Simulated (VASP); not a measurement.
A run of VASP 6.6.1 is set up as follows.

INCAR

```
SYSTEM = NaCa3
ALGO = Normal
EDIFF = 1E-6
ENCUT = 520
GGA = PS
ISIF = 2
ISMEAR = 1
LASPH = .True.
LCHARG = .False.
LREAL = .False.
LWAVE = .False.
NBANDS = 26
NELM = 60
PREC = Accurate
SIGMA = 0.1
```

Contents of KPOINTS:

```
k-points
0
Gamma
  2 2 2
  0 0 0
```

The input POSCAR:

```
NaCa3
1.0
    0.0000000000      4.3373260000      4.3373260000
    4.3373260000      0.0000000000      4.3373260000
    4.3373260000      4.3373260000      0.0000000000
Na Ca
1 3
Direct
    0.0000000000      0.0000000000      0.0000000000
    0.2500000000      0.2500000000      0.2500000000
    0.7500000000      0.7500000000      0.7500000000
    0.5000000000      0.5000000000      0.5000000000
```

Potentials or basis: VASP PAW PBE potentials, release 64 (Na_pv, Ca_sv).

Launch:

```sh
$ cat potpaw_PBE.64/Na_pv/POTCAR potpaw_PBE.64/Ca_sv/POTCAR > POTCAR
$ mpirun -np 1 vasp_std > vasp.out
```

(1) Estimate the pressure.

## Answers

(1) 0.0 GPa.

Caveat: the k points lie up to 0.63 Å⁻¹ apart; the PAW data sets were made with another functional, which shifts forces and pressure a little.
